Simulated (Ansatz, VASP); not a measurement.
**La5O in VASP and in Ansatz**

```
CELL_PARAMETERS angstrom
0.00000 4.63996 4.63996
4.63996 0.00000 4.63996
4.63996 4.63996 0.00000
ATOMIC_POSITIONS crystal
La 0.37589 0.37589 0.87233
La 0.37589 0.87233 0.37589
La 0.87233 0.37589 0.37589
La 0.37589 0.37589 0.37589
La 0.75000 0.75000 0.75000
O 0.00000 0.00000 0.00000
```

Change from the starting cell: species swapped into the DyCu5 type (F-43m, No. 216).

Alike in both runs: task relaxation of cell and atoms; functional PBE; k mesh 8 × 8 × 8; occupations gaussian, width 0.1 eV; no spin polarisation.

|  | VASP | Ansatz |
| --- | --- | --- |
| version | VASP 6.6.1 | Ansatz 0.2.0 |
| potentials or method | VASP PAW PBE potentials, release 64 (La, O), cutoff 600 eV | scalar-relativistic, plane waves, PAW |
| valence electrons in the cell | 61 | 61 |

```tsv
	VASP	Ansatz	Ansatz less VASP
gap on the k mesh at the Fermi level, each at its own relaxed structure (eV)	none	none	-
relaxed volume (Å³/atom)	32.81	32.84	+0.023
relaxed cell length with the largest relative difference (Å)	6.530	6.531	+0.0015
```

A gap of «none» marks a metal or a gap that the smearing closes.

Spin-orbit coupling is off throughout.
